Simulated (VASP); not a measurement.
Set up this calculation in VASP 6.6.1, as the native input.

| Quantity | Value |
| --- | --- |
| Task | single point |
| Functional | PBE |
| Potentials or basis | VASP PAW PBE potentials, release 64 (Fe) |
| Cutoff | 520 eV |
| k mesh | 19 × 19 × 19 |
| Occupations | fermi-dirac, width 0.0612256 eV |
| Spin | no spin polarisation |
| Dipole correction | no |
| Further INCAR settings | ALGO = Normal; EDIFF = 1e-06; NBANDS = 10 |

The structure of Fe lies in POSCAR:

```
Fe
1.0
   -1.3704831148      1.3704831148      1.3704831148
    1.3704831148     -1.3704831148      1.3704831148
    1.3704831148      1.3704831148     -1.3704831148
Fe
1
Direct
    0.0000000000      0.0000000000      0.0000000000
```

These files were run (other wordings do the same):

INCAR

```
  PREC = Accurate
  ENCUT = 520
  EDIFF = 1E-6
  ISMEAR = -1
  SIGMA = 0.06122561905347299
  LREAL = False
  LASPH = True
  NELM = 80
  ALGO = Normal
  ISIF = 2
  LWAVE = False
  LCHARG = False
  GGA = PE
  NBANDS = 10
```

KPOINTS

```
regular mesh
0
Gamma
  19 19 19
```

Potentials or basis: VASP PAW PBE potentials, release 64 (Fe).

The run is started by

```console
$ cat potpaw_PBE.64/Fe/POTCAR > POTCAR
$ mpirun -np 1 vasp_std > vasp.out
```

Results of the run:

```
Pressure               : 5.0 GPa
Band gap on the k mesh : zero (band 4 reaches 7.95 eV, above the bottom of band 5 at 5.77 eV)
```

Caveat: the run has no spin polarisation, though such a crystal can be magnetic.

Wall time 21 s on 1 thread of Intel(R) Xeon(R) Platinum 8259CL CPU @ 2.50GHz (Skylake/Cascade Lake) (shared host), peak memory 0.13 GiB.
